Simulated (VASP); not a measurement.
Set up this calculation in VASP 6.6.1, as the native input.

```
Task                   : single point
Functional             : RPBE
Dispersion             : D3(BJ)
Potentials or basis    : VASP PAW PBE potentials, release 64 (W_sv)
Cutoff                 : 520 eV
k mesh                 : 12 × 12 × 12
Occupations            : tetrahedron
Spin                   : no spin polarisation
Dipole correction      : no
Further INCAR settings : ALGO = Normal; EDIFF = 1e-06; NBANDS = 13
```

The structure of W lies in POSCAR:

```
W
1.0
   -1.5823450000      1.5823450000      1.5823450000
    1.5823450000     -1.5823450000      1.5823450000
    1.5823450000      1.5823450000     -1.5823450000
W
1
Direct
    0.0000000000      0.0000000000      0.0000000000
```

One way to write it, as run:

INCAR

```
PREC     = Accurate       # precision mode
ENCUT    = 520            # plane-wave cutoff, eV
EDIFF    = 1E-6           # SCF threshold, eV
ISMEAR   = -5             # smearing method
SIGMA    = 0.05           # smearing width, eV
LREAL    = False          # projectors in reciprocal space
LASPH    = True           # aspherical terms in the spheres
NELM     = 60             # most SCF steps
ALGO     = Normal         # electronic algorithm
ISIF     = 2              # what is computed and relaxed
LWAVE    = False          # write WAVECAR
LCHARG   = False          # write CHGCAR
GGA      = RP             # functional
IVDW     = 12             # dispersion correction
NBANDS   = 13             # bands
```

KPOINTS

```
Automatic mesh
0
Gamma
  12 12 12
```

Potentials or basis: VASP PAW PBE potentials, release 64 (W_sv).

Run with:

```bash
$ cat potpaw_PBE.64/W_sv/POTCAR > POTCAR
$ mpirun -np 1 vasp_std > vasp.out
```

Results of the run:

The pressure is -37.9 GPa. The band gap on the k mesh is zero (band 7 reaches 16.69 eV, above the bottom of band 8 at 10.30 eV). The dispersion energy per atom is -4.808 eV.

Caveat: the PAW data sets were made with another functional, which shifts forces and pressure a little; spin-orbit coupling is left out, which moves the levels of the heavy elements; pairwise dispersion overbinds metals, which lowers pressure and volume; tetrahedron occupations give inexact forces and stress in metals.

Wall time 14 s on 1 thread of AMD EPYC 7R43 64-Core Processor (Zen 3), with other jobs on the host, peak memory 0.11 GiB.
